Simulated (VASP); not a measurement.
Here is a VASP 6.6.1 calculation.

INCAR

```
  ALGO = Normal
  EDIFF = 1E-6
  ENCUT = 520
  GGA = RE
  ISIF = 2
  ISMEAR = -1
  LASPH = T
  LCHARG = F
  LREAL = F
  LWAVE = F
  NBANDS = 38
  NELM = 80
  PREC = Accurate
  SIGMA = 0.1
```

The input KPOINTS:

```
k-points
0
Gamma
  15 15 4
```

Contents of POSCAR:

```
Rh
1.0
    2.7603808683      0.0000000000      0.0000000000
   -1.3801904341      2.3905599561      0.0000000000
    0.0000000000      0.0000000000      9.0018682070
Rh
4
Direct
    0.0000000000      0.0000000000      0.0000000000
    1.0000000000      0.0000000000      0.5000000000
    0.3333333333      0.6666666667      0.2500000000
    0.6666666667      0.3333333333      0.7500000000
```

Potentials or basis: VASP PAW PBE potentials, release 64 (Rh_pv).

Launch:

```bash
$ cat potpaw_PBE.64/Rh_pv/POTCAR > POTCAR
$ mpirun -np 1 vasp_std > vasp.out
```

(1) What does it give for the pressure?

(2) Predict the band gap on the k mesh.

Answers

(1) -8.4 GPa.

(2) zero (bands 30 and 31 overlap by 1.67 eV).

Caveat: the cell stands under tension; the PAW data sets were made with another functional, which shifts forces and pressure a little.
